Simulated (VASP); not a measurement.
Zn:

```
CELL_PARAMETERS angstrom
2.67000 0.00000 0.00000
-1.33500 2.31229 0.00000
0.00000 0.00000 4.96600
ATOMIC_POSITIONS crystal
Zn 0.66667 0.33333 0.75000
Zn 0.33333 0.66667 0.25000
```

Base run:

```yaml
Program: VASP 6.6.1
Functional: r2SCAN
Potentials_or_basis: VASP PAW PBE potentials, release 64 (Zn)
Cutoff: 520 eV
k_mesh: 11 × 11 × 6
Occupations: fermi-dirac, width 0.05 eV
Spin: no spin polarisation
```

Its results: band gap on the k mesh zero (bands 12 and 13 overlap by 4.89 eV); pressure -4.4 GPa.

Task: The run is repeated on the same cell with these changes: functional from r2SCAN to HSE06; k mesh from 11 × 11 × 6 to 6 × 6 × 3. What comes out?

Result: Band gap on the k mesh zero (bands 12 and 13 overlap by 4.28 eV); pressure -0.3 GPa.

Several settings changed at once.

Caveats: some runs use coarse meshes; the PAW data sets were made with another functional, which shifts forces and pressure a little; the cell stands under tension (at least some runs).
